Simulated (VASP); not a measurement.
Set up this calculation in VASP 6.6.1, as the native input.

```yaml
Task: single point
Functional: PBE
Potentials_or_basis: VASP PAW PBE potentials, release 64 (Ca_sv)
Cutoff: 520 eV
k_mesh: 13 × 13 × 13
Occupations: fermi-dirac, width 0.08 eV
Spin: no spin polarisation
Dipole_correction: no
Further_INCAR_settings: ALGO = Normal; EDIFF = 1e-06; NBANDS = 11
```

The structure of Ca lies in POSCAR:

```
Ca
1.0
   -2.0169423440      2.0169423440      2.0169423440
    2.0169423440     -2.0169423440      2.0169423440
    2.0169423440      2.0169423440     -2.0169423440
Ca
1
Direct
    0.0000000000      0.0000000000      0.0000000000
```

This isn't the form of Ca at room conditions, which is fcc.

The input as run:

INCAR

```
PREC     = Accurate       # precision mode
ENCUT    = 520            # plane-wave cutoff, eV
EDIFF    = 1E-6           # SCF threshold, eV
ISMEAR   = -1             # smearing method
SIGMA    = 0.08           # smearing width, eV
LREAL    = False          # projectors in reciprocal space
LASPH    = True           # aspherical terms in the spheres
NELM     = 80             # most SCF steps
ALGO     = Normal         # electronic algorithm
ISIF     = 2              # what is computed and relaxed
LWAVE    = False          # write WAVECAR
LCHARG   = False          # write CHGCAR
GGA      = PE             # functional
NBANDS   = 11             # bands
```

KPOINTS

```
Automatic mesh
0
Gamma
  13 13 13
```

Potentials or basis: VASP PAW PBE potentials, release 64 (Ca_sv).

The run is started by

```bash
$ cat potpaw_PBE.64/Ca_sv/POTCAR > POTCAR
$ mpirun -np 1 vasp_std > vasp.out
```

Results of the run:

```yaml
Pressure: 6.1 GPa
Band_gap_on_the_k_mesh: zero (bands 5 and 6 overlap by 0.55 eV)
```

Caveat: the cell stands under pressure.

Run time: 13 s on 1 thread of Intel(R) Xeon(R) 6975P-C (Granite Rapids), with other jobs on the host, peak memory 0.17 GiB.
